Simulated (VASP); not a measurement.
# Ge (P-6) in VASP: further runs, part 2 of 2

VASP 6.6.1. The steps go on from the part before.

## (3) Relaxation of cell and atoms, PBE

INCAR reads:

```
PREC = Accurate
ENCUT = 600
EDIFF = 1E-6
ISMEAR = 0
SIGMA = 0.1
LREAL = False
LASPH = True
NELM = 60
ALGO = Normal
ISIF = 3
LWAVE = False
LCHARG = False
GGA = PE
IBRION = 2
NSW = 90
EDIFFG = -0.04
```

KPOINTS reads:

```
regular mesh
0
Gamma
  6 6 4
```

POSCAR reads:

```
Ge
1.0
    4.3747582100      0.0000000000      0.0000000000
   -2.1873791000      3.7886517400      0.0000000000
    0.0000000000      0.0000000000      3.7712437600
Ge
3
Direct
    0.6987553900      0.7387688800      0.5000000000
    0.2612311200      0.9599865000      0.5000000000
    0.0400135000      0.3012446100      0.5000000000
```

Potentials or basis: VASP PAW PBE potentials, release 64 (Ge_d).

Launch:

```console
> cat potpaw_PBE.64/Ge_d/POTCAR > POTCAR
> mpirun -np 1 vasp_std > vasp.out
```

OUTCAR:

```text
PREC = Accurate
   ENCUT = 600
   EDIFF = 1E-6
   ISMEAR = 0
   LREAL = False
   LASPH = True
   NELM = 60
   ISIF = 3
   GGA = PE
   IBRION = 2
   NSW = 90
   EDIFFG = -0.04

 ion  position               nearest neighbor table
   1  0.699  0.739  0.500-   3 2.15   2 2.15   2 2.54   3 2.54
   2  0.261  0.960  0.500-   3 2.15   1 2.15   3 2.54   1 2.54
   3  0.040  0.301  0.500-   1 2.15   2 2.15   2 2.54   1 2.54

  LATTYP: Found a hexagonal cell.
 ALAT       =     4.3747582100
 C/A-ratio  =     0.8620462158

  Lattice vectors:

 A1 = (   4.3747582100,   0.0000000000,   0.0000000000)
 A2 = (  -2.1873791000,   3.7886517400,   0.0000000000)
 A3 = (   0.0000000000,   0.0000000000,   3.7712437600)

Analysis of symmetry for initial positions (statically):
=====================================================================
 Subroutine PRICEL returns:
 Original cell was already a primitive cell.

 Routine SETGRP: Setting up the symmetry group for a
 hexagonal supercell.

 Subroutine GETGRP returns: Found  6 space group operations
 (whereof  6 operations were pure point group operations)
 out of a pool of 24 trial point group operations.

The static configuration has the point symmetry C_3h.

Analysis of symmetry for dynamics (positions and initial velocities):
=====================================================================
 Subroutine PRICEL returns:
 Original cell was already a primitive cell.

 Routine SETGRP: Setting up the symmetry group for a
 hexagonal supercell.

 Subroutine GETGRP returns: Found  6 space group operations
 (whereof  6 operations were pure point group operations)
 out of a pool of 24 trial point group operations.

The dynamic configuration has the point symmetry C_3h.

 Subroutine INISYM returns: Found  6 space group operations
 (whereof  6 operations are pure point group operations),
 and found     1 'primitive' translations

----------------------------------------------------------------------------------------

[... 107 lines left out ...]
   EFERMI =   0.00;   METHOD = LEGACY
   ISMEAR =     0;   SIGMA  =   0.10  broadening in eV -4-tet -1-fermi 0-gaus
   EFERMI_NEDOS =   21; number of points for ismear=-14 and -15
   IALGO  =     38    algorithm
   IMIX   =      4    mixing-type and parameters
     AMIX     =   0.40;   BMIX     =  1.00
     AMIX_MAG =   1.60;   BMIX_MAG =  1.00
  volume/ion in A,a.u.               =      20.84       140.60
  Fermi-wavevector in a.u.,A,eV,Ry     =   1.433893  2.709665 27.974256  2.056050
  Thomas-Fermi vector in A             =   2.553361
   LORBIT       =      0    0 simple, 1 ext, 2 COOP (PROOUT), +10 PAW based schemes
   GGA     = PE    functional components
   LHFCALC =     F    Hartree Fock is set to
   AEXX    =    0.0000 exact exchange contribution
   IVDW    =     0    specifies the selected vdW correction
   LEPSILON=     F    determine dielectric tensor
   LRPA    =     F    only Hartree local field effects (RPA)
 conjugate gradient relaxation of ions
 non-spin polarized calculation
 Gauss-broadening in eV      SIGMA  =   0.10
  energy-cutoff  :      600.00
  volume of cell :       62.51
 maximum number of plane-waves:      2109
   NGX = 17   NGY = 17   NGZ = 15

--------------------------------------- Ionic step        1  -------------------------------------------

 number of electron      41.9999974 magnetization

 Free energy of the ion-electron system (eV)
  ---------------------------------------------------
  ext. energy  EPLUGINS =         0.00000000
  ---------------------------------------------------
  free energy    TOTEN  =        -8.69582969 eV

  energy without entropy =       -8.69106081  energy(sigma->0) =       -8.69344525

------------------------ aborting loop because EDIFF is reached ----------------------------------------

  FORCE on cell =-STRESS in cart. coord.  units (eV):
  Direction    XX          YY          ZZ          XY          YZ          ZX
  --------------------------------------------------------------------------------------
  -------------------------------------------------------------------------------------
  Total       18.5373507     18.5373507      0.5636383      0.0000018     -0.0000000     -0.0000000
  in kB      475.1545632    475.1545619     14.4473349      0.0000471     -0.0000000     -0.0000000
  external PRESSURE =     321.5854867 kB  Pullay stress =       0.0000000 kB
[... 1453 lines left out ...]
     24       5.1422      0.00000
     25      10.6160      0.00000

[... ionic steps 4 to 21 ...]

--------------------------------------- Ionic step       22  -------------------------------------------

 number of electron      41.9999947 magnetization

------------------------ aborting loop because EDIFF is reached ----------------------------------------
[... 69 lines left out ...]
--------------------------------------- Ionic step       24  -------------------------------------------

 number of electron      41.9999947 magnetization

 Free energy of the ion-electron system (eV)
  ---------------------------------------------------
  ext. energy  EPLUGINS =         0.00000000
  ---------------------------------------------------
  free energy    TOTEN  =       -12.98219201 eV

  energy without entropy =      -12.97748456  energy(sigma->0) =      -12.97983829

 E-fermi :   6.3972     XC(G=0): -10.9509

 val. band max:        6.3929356625   @ k =   0.1667   0.1667   0.5000
 cond. band min:       6.4015663664   @ k =   0.1667   0.1667   0.5000
 fundamental gap:      0.0086307039
 Fermi energy:         6.3971914923
[... 700 lines left out ...]
  FREE ENERGIE OF THE ION-ELECTRON SYSTEM (eV)
  ---------------------------------------------------
  free  energy   TOTEN  =       -12.9821920086 eV

  energy  without entropy=      -12.9774845627  energy(sigma->0) =      -12.97983829

 reached required accuracy - stopping structural energy minimisation
```

Wall time 11 min (1 thread of AMD EPYC 9R45 (Zen 5), shared host); peak memory 0.18 GiB.

Results:

| Property | Result |
| --- | --- |
| Free energy | -12.9822 eV |
| Relaxed volume | 19.93 Å³/atom |
| Relaxed cell | a = 5.244 Å, b = 5.244 Å, c = 2.510 Å, α = 90.00°, β = 90.00°, γ = 120.00° |
| Space group after relaxing (to 0.05 Å) | P6/mmm (No. 191) |
| Energy gained by relaxing | 1428.8 meV/atom |
| Ionic steps | 24 |
| Pressure after relaxing | 0.1 GPa |
| Largest force after relaxing | 0.020 eV/Å |
| Band gap on the k mesh | zero (band 21 reaches 7.25 eV, above the bottom of band 22 at 2.60 eV) |

Forces on the atoms (eV/Å):
```
Ge  -0.020  0.001  0.000
Ge   0.009 -0.018  0.000
Ge   0.011  0.017  0.000
```

Step by step:
| step | energy change (eV) | largest force (eV/Å) | pressure (GPa) | volume (Å³) |
| --- | --- | --- | --- | --- |
| 1 | 0.0000 | 6.8058 | 32.16 | 62.51 |
| 2 | -1.7584 | 0.3273 | -7.61 | 106.28 |
| 3 | -2.6577 | 0.5198 | -1.88 | 81.07 |
| 4 | -2.6599 | 0.5232 | -1.78 | 80.68 |
| 5 | -2.6542 | 0.5478 | -0.41 | 77.88 |
| 6 | -2.6625 | 0.5350 | -1.35 | 79.87 |
| 7 | -2.8770 | 0.2859 | -3.38 | 78.03 |
| 8 | -3.4557 | 0.1086 | -6.35 | 71.76 |
| 9 | -2.2361 | 0.3404 | 28.16 | 55.48 |
| 10 | -3.6203 | 0.2143 | -6.44 | 70.21 |
| 11 | -4.1410 | 0.4175 | -2.91 | 63.36 |
| 12 | -3.9546 | 0.4232 | 5.53 | 59.55 |
| 13 | -4.1738 | 0.4529 | -1.61 | 62.49 |
| 14 | -4.1767 | 0.4812 | -1.11 | 62.06 |
| 15 | -4.1627 | 0.3317 | 3.92 | 58.42 |
| 16 | -4.1977 | 0.4343 | 0.92 | 60.41 |
| 17 | -4.2431 | 0.3258 | 0.68 | 59.78 |
| 18 | -4.2626 | 0.0429 | 1.41 | 58.22 |
| 19 | -4.2739 | 0.1749 | 0.96 | 58.88 |
| 20 | -4.2743 | 0.1553 | 1.00 | 58.78 |
| 21 | -4.2850 | 0.0574 | 0.42 | 59.38 |
| 22 | -4.2861 | 0.0242 | 0.16 | 59.66 |
| 23 | -4.2861 | 0.0177 | -0.26 | 59.91 |
| 24 | -4.2864 | 0.0199 | 0.15 | 59.79 |

Final structure:
```
Ge
1.0
     5.24423    0.00000    0.00000
    -2.62212    4.54164    0.00000
     0.00000    0.00000    2.51034
Ge
3
Direct
  0.66748 0.66658 0.50000
  0.33342 0.00090 0.50000
  0.99910 0.33252 0.50000
```

Caveat: the k points lie up to 0.63 Å⁻¹ apart in the final cell.
